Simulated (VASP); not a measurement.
# TaTi2 in VASP: single point with PBE

Aim: the single point of TaTi2 with PBE.

All numbers are computed with VASP 6.6.1; they aren't measurements. Logs are shortened: lines on timing, memory, paths and dates and some standing lists are left out, and cuts for length are marked.

### Step 1. The cell of the first run

The typed cell holds 6 atoms: a = 8.127 Å, b = 4.783 Å, c = 2.791 Å, α = 90.00°, β = 90.00°, γ = 90.00°.

### Step 2. Single point, PBE

Contents of INCAR:

```
PREC     = Accurate       # precision mode
ENCUT    = 520            # plane-wave cutoff, eV
EDIFF    = 1E-6           # SCF threshold, eV
ISMEAR   = 0              # smearing method
SIGMA    = 0.1            # smearing width, eV
LREAL    = False          # projectors in reciprocal space
LASPH    = True           # aspherical terms in the spheres
NELM     = 60             # most SCF steps
ALGO     = Fast           # electronic algorithm
ISIF     = 2              # what is computed and relaxed
LWAVE    = False          # write WAVECAR
LCHARG   = True           # write CHGCAR
GGA      = PE             # functional
LELF     = True           # ELF
LVHAR    = True         
NBANDS   = 44             # bands
```

Contents of KPOINTS:

```
regular mesh
0
Gamma
  4 4 6
```

Contents of POSCAR:

```
TaTi2
1.0
    8.1266464497      0.0000000000      0.0000000000
    0.0000000000      4.7831197313      0.0000000000
    0.0000000000      0.0000000000      2.7910173604
Ti Ta
4 2
Direct
    0.3165343598      0.9999274028      0.5000000000
    0.8165343598      0.5000725972      0.0000000000
    0.6834656402      0.0000725972      0.5000000000
    0.1834656402      0.4999274028      0.0000000000
    0.5000000000      0.5000000000      0.5000000000
    0.0000000000      0.0000000000      0.0000000000
```

Potentials or basis: VASP PAW PBE potentials, release 64 (Ti_sv, Ta_pv).

Run with:

```bash
$ cat potpaw_PBE.64/Ti_sv/POTCAR potpaw_PBE.64/Ta_pv/POTCAR > POTCAR
$ mpirun -np 1 vasp_std > vasp.out
```

OUTCAR:

```text
PREC = Accurate
   ENCUT = 520
   EDIFF = 1E-6
   ISMEAR = 0
   LREAL = False
   LASPH = True
   NELM = 60
   ISIF = 2
   GGA = PE

 ion  position               nearest neighbor table
   1  0.317  1.000  0.500-   5 2.82   5 2.82   6 2.93   6 2.93
   2  0.817  0.500  0.000-   6 2.82   6 2.82   5 2.93   5 2.93
   3  0.683  0.000  0.500-   5 2.82   5 2.82   6 2.93   6 2.93
   4  0.183  0.500  0.000-   6 2.82   6 2.82   5 2.93   5 2.93
   5  0.500  0.500  0.500-   1 2.82   3 2.82   3 2.82   1 2.82   4 2.93   2 2.93   4 2.93   2 2.93

   6  0.000  0.000  0.000-   2 2.82   4 2.82   2 2.82   4 2.82   1 2.93   1 2.93   3 2.93   3 2.93

  LATTYP: Found a simple orthorhombic cell.
 ALAT       =     2.7910173604
 B/A-ratio  =     1.7137549193
 C/A-ratio  =     2.9117147622

  Lattice vectors:

 A1 = (   0.0000000000,   0.0000000000,  -2.7910173604)
 A2 = (   0.0000000000,   4.7831197313,   0.0000000000)
 A3 = (   8.1266464497,   0.0000000000,   0.0000000000)

Analysis of symmetry for initial positions (statically):
=====================================================================
 Subroutine PRICEL returns:
 Original cell was already a primitive cell.

 Routine SETGRP: Setting up the symmetry group for a
 simple orthorhombic supercell.

 Subroutine GETGRP returns: Found  8 space group operations
 (whereof  4 operations were pure point group operations)
 out of a pool of  8 trial point group operations.

The static configuration has the point symmetry C_2h.
 The point group associated with its full space group is D_2h.

Analysis of symmetry for dynamics (positions and initial velocities):
=====================================================================
 Subroutine PRICEL returns:
 Original cell was already a primitive cell.

 Routine SETGRP: Setting up the symmetry group for a
 simple orthorhombic supercell.

 Subroutine GETGRP returns: Found  8 space group operations
 (whereof  4 operations were pure point group operations)
 out of a pool of  8 trial point group operations.

The dynamic configuration has the point symmetry C_2h.
 The point group associated with its full space group is D_2h.

 Subroutine INISYM returns: Found  8 space group operations
 (whereof  4 operations are pure point group operations),
 and found     1 'primitive' translations

----------------------------------------------------------------------------------------

                                     Primitive cell

  volume of cell :     108.4889

  direct lattice vectors                    reciprocal lattice vectors
     8.126646450  0.000000000  0.000000000     0.123051988  0.000000000  0.000000000
     0.000000000  4.783119731  0.000000000     0.000000000  0.209068570  0.000000000
     0.000000000  0.000000000  2.791017360     0.000000000  0.000000000  0.358292289

  length of vectors
     8.126646450  4.783119731  2.791017360     0.123051988  0.209068570  0.358292289

  position of ions in fractional coordinates (direct lattice)
     0.316534360  0.999927403  0.500000000
     0.816534360  0.500072597  0.000000000
     0.683465640  0.000072597  0.500000000
     0.183465640  0.499927403  0.000000000
     0.500000000  0.500000000  0.500000000
     0.000000000  0.000000000  0.000000000

  ion indices of the primitive-cell ions
   primitive index   ion index
                 1           1
                 2           2
                 3           3
                 4           4
                 5           5
                 6           6

----------------------------------------------------------------------------------------

 KPOINTS: regular mesh

Automatic generation of k-mesh.
 Grid dimensions read from file:
 generate k-points for:    4    4    6

 Generating k-lattice:

  Cartesian coordinates                     Fractional coordinates (reciprocal lattice)
     0.030762997  0.000000000  0.000000000     0.250000000  0.000000000  0.000000000
     0.000000000  0.052267142  0.000000000     0.000000000  0.250000000  0.000000000
     0.000000000  0.000000000  0.059715382     0.000000000  0.000000000  0.166666667

  Length of vectors
     0.030762997  0.052267142  0.059715382

  Shift w.r.t. Gamma in fractional coordinates (k-lattice)
     0.000000000  0.000000000  0.000000000

 Subroutine IBZKPT returns following result:
 ===========================================

 Found     36 irreducible k-points:

 Following reciprocal coordinates:
            Coordinates               Weight
  0.000000  0.000000  0.000000      1.000000
  0.250000  0.000000  0.000000      2.000000
  0.500000  0.000000  0.000000      1.000000
  0.000000  0.250000  0.000000      2.000000
  0.250000  0.250000  0.000000      4.000000
  0.500000  0.250000  0.000000      2.000000
[... 16 lines left out ...]
  0.250000  0.250000  0.333333      8.000000
  0.500000  0.250000  0.333333      4.000000
 [... further k-points ...]
   k-points           NKPTS =     36   k-points in BZ     NKDIM =     36   number of bands    NBANDS=     44
   number of dos      NEDOS =    301   number of ions     NIONS =      6
   total plane-waves  NPLWV =  51840
   dimension x,y,z NGX =    60 NGY =   36 NGZ =   24
   dimension x,y,z NGXF=   120 NGYF=   72 NGZF=   48
   ions per type =               4   2
   NGX,Y,Z   is equivalent  to a cutoff of  12.27, 12.51, 14.30 a.u.
   NGXF,Y,Z  is equivalent  to a cutoff of  24.55, 25.02, 28.59 a.u.
 SYSTEM =  unknown system
   PREC   = accura    normal or accurate (medium, high low for compatibility)
   ISTART =      0    job   : 0-new  1-cont  2-samecut
   ICHARG =      2    charge: 1-file 2-atom 10-const
   ISPIN  =      1    spin polarized calculation?
   LNONCOLLINEAR =      F non collinear calculations
   LSORBIT =      F    spin-orbit coupling
   LASPH  =      T    aspherical Exc in radial PAW
   ENCUT  =  520.0 eV  38.22 Ry    6.18 a.u.  15.11  8.89  5.19*2*pi/ulx,y,z
   NELM   =     60;   NELMIN=  2; NELMDL= -5     # of ELM steps
   EDIFF  = 0.1E-05   stopping-criterion for ELM
   LREAL  =      F    real-space projection
   EDIFFG = 0.1E-04   stopping-criterion for IOM
   NSW    =      0    number of steps for IOM
   IBRION =     -1    ionic relax: 0-MD 1-quasi-New 2-CG
   NFREE  =      0    steps in history (QN), initial steepest desc. (CG)
   ISIF   =      2    stress and relaxation
   ISYM   =      2    0-nonsym 1-usesym 2-fastsym
   POTIM  = 0.5000    time-step for ionic-motion
   TEBEG  =    0.0;   TEEND  =   0.0 temperature during run
   PSTRESS=    0.0 pullay stress
   NELECT =      70.0000    total number of electrons
   NUPDOWN=      -1.0000    fix difference up-down
   EMIN   =  10.00;   EMAX   =-10.00  energy-range for DOS
   EFERMI =   0.00;   METHOD = LEGACY
   ISMEAR =     0;   SIGMA  =   0.10  broadening in eV -4-tet -1-fermi 0-gaus
   EFERMI_NEDOS =   21; number of points for ismear=-14 and -15
   IALGO  =     68    algorithm
   IMIX   =      4    mixing-type and parameters
     AMIX     =   0.40;   BMIX     =  1.00
     AMIX_MAG =   1.60;   BMIX_MAG =  1.00
  volume/ion in A,a.u.               =      18.08       122.02
  Fermi-wavevector in a.u.,A,eV,Ry     =   1.414640  2.673281 27.228047  2.001205
  Thomas-Fermi vector in A             =   2.536161
   LORBIT       =      0    0 simple, 1 ext, 2 COOP (PROOUT), +10 PAW based schemes
   GGA     = PE    functional components
   LHFCALC =     F    Hartree Fock is set to
   AEXX    =    0.0000 exact exchange contribution
   IVDW    =     0    specifies the selected vdW correction
   LEPSILON=     F    determine dielectric tensor
   LRPA    =     F    only Hartree local field effects (RPA)
 non-spin polarized calculation
 RMM-DIIS sequential band-by-band and
 Gauss-broadening in eV      SIGMA  =   0.10
  energy-cutoff  :      520.00
  volume of cell :      108.49
 maximum number of plane-waves:      2952
   NGX = 31   NGY = 17   NGZ = 11

 number of electron      69.9999991 magnetization

 Free energy of the ion-electron system (eV)
  ---------------------------------------------------
  ext. energy  EPLUGINS =         0.00000000
  ---------------------------------------------------
  free energy    TOTEN  =       -53.84369396 eV

  energy without entropy =      -53.80232361  energy(sigma->0) =      -53.82300879

 E-fermi :   7.0152     XC(G=0): -11.7219

 val. band max:        7.0094471859   @ k =   0.2500   0.5000   0.0000
 cond. band min:       7.0252360436   @ k =   0.2500   0.0000   0.0000
 fundamental gap:      0.0157888578
 Fermi energy:         7.0152019209

 k-point     1 :       0.0000    0.0000    0.0000
  band No.  band energies     occupation
      1     -49.6418      2.00000
      2     -49.6269      2.00000
      3     -49.5799      2.00000
      4     -49.5643      2.00000
      5     -26.9963      2.00000
      6     -26.9364      2.00000
[... 36 lines left out ...]
     43       8.8659      0.00000
     44       9.0398      0.00000

 k-point     2 :       0.2500    0.0000    0.0000
  band No.  band energies     occupation
      1     -49.6400      2.00000
      2     -49.6297      2.00000
      3     -49.5770      2.00000
      4     -49.5661      2.00000
      5     -26.9880      2.00000
      6     -26.9457      2.00000
[... 36 lines left out ...]
     43       8.8364      0.00000
     44       8.9235      0.00000

 k-point     3 :       0.5000    0.0000    0.0000
  band No.  band energies     occupation
      1     -49.6353      2.00000
      2     -49.6353      2.00000
      3     -49.5711      2.00000
      4     -49.5711      2.00000
      5     -26.9674      2.00000
      6     -26.9674      2.00000
[... 976 lines left out ...]
     43       9.1509      0.00000
     44       9.3755      0.00000

 k-point    24 :       0.5000    0.2500    0.3333
  band No.  band energies     occupation
      1     -49.5686      2.00000
      2     -49.5686      2.00000
      3     -49.5418      2.00000
      4     -49.5418      2.00000
      5     -27.0718      2.00000
      6     -27.0718      2.00000
[... 36 lines left out ...]
     43       8.9276      0.00000
     44       8.9756      0.00000

 [... further k-points ...]

------------------------ aborting loop because EDIFF is reached ----------------------------------------

  FORCE on cell =-STRESS in cart. coord.  units (eV):
  Direction    XX          YY          ZZ          XY          YZ          ZX
  --------------------------------------------------------------------------------------
  -------------------------------------------------------------------------------------
  Total       -0.0462621     -0.1052761      0.0005546      0.0000000      0.0000000      0.0000000
  in kB       -0.6832045     -1.5547307      0.0081911      0.0000000      0.0000000      0.0000000
  external PRESSURE =      -0.7432480 kB  Pullay stress =       0.0000000 kB

 VOLUME and BASIS-vectors are now :
 -----------------------------------------------------------------------------
  energy-cutoff  :      520.00
  volume of cell :      108.49
      direct lattice vectors                 reciprocal lattice vectors
     8.126646450  0.000000000  0.000000000     0.123051988  0.000000000  0.000000000
     0.000000000  4.783119731  0.000000000     0.000000000  0.209068570  0.000000000
     0.000000000  0.000000000  2.791017360     0.000000000  0.000000000  0.358292289

 POSITION                                       TOTAL-FORCE (eV/Angst)
 -----------------------------------------------------------------------------------
      2.57236      4.78277      1.39551         0.000228      0.001176      0.000000
      6.63569      2.39191      0.00000         0.000228     -0.001176     -0.000000
      5.55428      0.00035      1.39551        -0.000228     -0.001176     -0.000000
      1.49096      2.39121      0.00000        -0.000228      0.001176      0.000000
      4.06332      2.39156      1.39551         0.000000      0.000000      0.000000
      0.00000      0.00000      0.00000         0.000000      0.000000      0.000000
 -----------------------------------------------------------------------------------
    total drift:                                0.000000      0.000000     -0.000000

  FREE ENERGIE OF THE ION-ELECTRON SYSTEM (eV)
  ---------------------------------------------------
  free  energy   TOTEN  =       -53.8436939638 eV

  energy  without entropy=      -53.8023236119  energy(sigma->0) =      -53.82300879
```

It took 4.1 min on 1 thread of AMD EPYC 9R45 (Zen 5), shared host; peak memory 0.28 GiB.

Results:

```yaml
Free_energy: -53.8437 eV
Pressure: -0.1 GPa
Band_gap_on_the_k_mesh: zero (bands 35 and 36 overlap by 0.64 eV)
```

Levels at points of the mesh, in eV from the Fermi level:
```csv
k point,band 33,band 34,band 35,band 36,band 37,band 38
"(0.00, 0.00, 0.00)",-0.76,-0.07,0.10,0.29,0.38,0.65
"(0.50, 0.00, 0.00)",-0.13,-0.13,0.09,0.09,0.57,0.57
"(0.00, 0.50, 0.00)",-0.42,-0.42,0.05,0.05,0.42,0.42
"(0.50, 0.50, 0.00)",-0.49,-0.49,-0.04,-0.04,0.59,0.59
"(0.00, 0.00, 0.50)",-0.74,-0.74,-0.14,-0.14,0.51,0.51
"(0.50, 0.00, 0.50)",-0.54,-0.54,-0.35,-0.35,0.42,0.42
"(0.00, 0.50, 0.50)",-0.68,-0.68,0.12,0.12,0.44,0.44
"(0.50, 0.50, 0.50)",-0.07,-0.07,-0.06,-0.06,0.37,0.37
```

Caveat: the k points lie up to 0.38 Å⁻¹ apart, too coarse for converged energies and pressures of a metal; spin-orbit coupling is left out, which moves the levels of the heavy elements.
